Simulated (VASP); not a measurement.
**Rh: single point with PBEsol**

The system is Rh.

```
Rh
1.0
     2.74617    0.00000    0.00000
    -1.37309    2.37826    0.00000
     0.00000    0.00000    8.95860
Rh
4
Direct
  0.00000 0.00000 0.00000
  0.00000 0.00000 0.50000
  0.33333 0.66667 0.25000
  0.66667 0.33333 0.75000
```

This isn't the form of Rh at room conditions, which is fcc.

| Quantity | Value |
| --- | --- |
| Program | VASP 6.6.1 |
| Task | single point |
| Functional | PBEsol |
| Potentials or basis | VASP PAW PBE potentials, release 64 (Rh_pv) |
| Cutoff | 520 eV |
| k mesh | 15 × 15 × 4 |
| Occupations | fermi-dirac, width 0.1 eV |
| Spin | no spin polarisation |

```
Pressure               : -18.5 GPa
Band gap on the k mesh : zero (bands 30 and 31 overlap by 1.70 eV)
```

Stress tensor (GPa, compression positive):
```
-18.40   0.00   0.00
  0.00 -18.40   0.00
  0.00   0.00 -18.64
```

Levels at points of the mesh, in eV from the Fermi level:
| k point | band 26 | band 27 | band 28 | band 29 | band 30 | band 31 | band 32 | band 33 | band 34 | band 35 |
| --- | --- | --- | --- | --- | --- | --- | --- | --- | --- | --- |
| (0.00, 0.00, 0.00) | -2.40 | -2.40 | -1.31 | -1.31 | -0.76 | -0.76 | -0.31 | -0.31 | 0.39 | 0.39 |
| (0.00, 0.00, 0.50) | -2.60 | -1.05 | -1.05 | -1.03 | -1.03 | -1.03 | -1.03 | 0.08 | 0.08 | 0.08 |

Run time: 77 s on 1 thread of Intel(R) Xeon(R) 6975P-C (Granite Rapids), on a shared host, peak memory 0.25 GiB.

Caveat: the cell stands under tension; the PAW data sets were made with another functional, which shifts forces and pressure a little.
